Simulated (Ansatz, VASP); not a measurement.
One calculation of Mo, two programs

```xyz
1
Lattice="0.0000 1.9143 1.9143 1.9143 0.0000 1.9143 1.9143 1.9143 0.0000" Properties=species:S:1:pos:R:3 pbc="T T T"
Mo    0.0000    0.0000    0.0000
```

Change from the starting cell: strain -0.050 along x and y, -0.050 along z, atoms carried along.

Alike in both runs: task single point; functional r2SCAN; k mesh 20 × 20 × 20; occupations gaussian, width 0.15 eV; no spin polarisation.

```csv
,VASP,Ansatz
version,VASP 6.6.1,Ansatz 0.2.0
potentials or method,"VASP PAW PBE potentials, release 64 (Mo_sv), cutoff 520 eV","scalar-relativistic, plane waves, PAW"
valence electrons in the cell,14,14
```

Ansatz gave:

- gap on the k mesh at the Fermi level (eV): none
- pressure (GPa): 38.7

Question: Which values does VASP return?

Answer: gap on the k mesh at the Fermi level (eV): none; pressure (GPa): 40.4.

VASP's potentials were made for PBE, not for r2SCAN. A gap of «none» marks a metal or a gap that the smearing closes. Both programs put the cell under a high pressure, so it lies far from rest at this level. The functional is the same, so the differences come from potentials, cutoffs and numerics.
